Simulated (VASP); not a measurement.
LiHgW, 3 atoms in the cell. Symmetry: P-6m2, No. 187, hexagonal system. The conventional cell has a = 4.077 Å, b = 4.077 Å, c = 4.069 Å, α = 90.00°, β = 90.00°, γ = 120.00°. Within 3.1 Å of Li (site symmetry -6m2) lie 3 Hg at 2.35 Å. Within 3.1 Å of Hg (site symmetry -6m2) lie 3 Li at 2.35 Å. Within 4.1 Å of W (site symmetry -6m2) lie 6 Li at 3.11 Å and 6 Hg at 3.11 Å and 8 W at 4.07 to 4.08 Å. 

- Program: VASP 6.6.1
- Task: single point
- Functional: PBE
- Potentials or basis: VASP PAW PBE potentials, release 64 (Li_sv, Hg, W_sv)
- Cutoff: 520 eV
- k mesh: 6 × 6 × 4
- Occupations: gaussian, width 0.1 eV
- Spin: no spin polarisation
- Dipole correction: no
- Further INCAR settings: ALGO = Fast; EDIFF = 1e-06; NBANDS = 22

Potentials or basis: VASP PAW PBE potentials, release 64 (Li_sv, Hg, W_sv).

Run with:

```bash
$ cat potpaw_PBE.64/Li_sv/POTCAR potpaw_PBE.64/Hg/POTCAR potpaw_PBE.64/W_sv/POTCAR > POTCAR
$ mpirun -np 1 vasp_std > vasp.out
```

Hardware: 1 thread of Intel(R) Xeon(R) 6975P-C (Granite Rapids), on a shared host.

Problem. How long does it take, and how much memory?

Solution. Wall time 20 s on 1 thread of Intel(R) Xeon(R) 6975P-C (Granite Rapids), with other jobs on the host, peak memory 0.18 GiB. Counts: scf iterations 21, k points 21.
